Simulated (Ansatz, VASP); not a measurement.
## One calculation of SiC, two programs

```
CELL_PARAMETERS angstrom
0.00000 2.15627 2.19221
2.15627 0.00000 2.19221
2.15627 2.15627 0.00000
ATOMIC_POSITIONS crystal
Si 0.00000 0.00000 0.00000
C 0.25000 0.25000 0.25000
```

Change from the starting cell: epitaxial_xy strain -1.0%.

Alike in both runs: task single point; functional HSE06; k mesh 8 × 8 × 8; no spin polarisation.

|  | VASP | Ansatz |
| --- | --- | --- |
| version | VASP 6.6.1 | Ansatz 0.2.0 |
| potentials or method | VASP PAW PBE potentials, release 64 (Si, C) | plane waves, PAW |
| plane-wave cutoff (eV) | 520 | 420 |
| occupations | gaussian, width 0.01 eV | fixed |
| valence electrons in the cell | 8 | 8 |

Ansatz gave:

* gap on the k mesh at the Fermi level (eV): 2.13
* pressure (GPa): 2.0
* traceless stress, the component that is largest in VASP (GPa): -3.15

Q: Which values does VASP return?

A: gap on the k mesh at the Fermi level (eV): 2.13; pressure (GPa): 1.6; traceless stress, the component that is largest in VASP (GPa): -3.17.

Ansatz's warnings: stress exchange threshold loose, stress scf threshold loose.
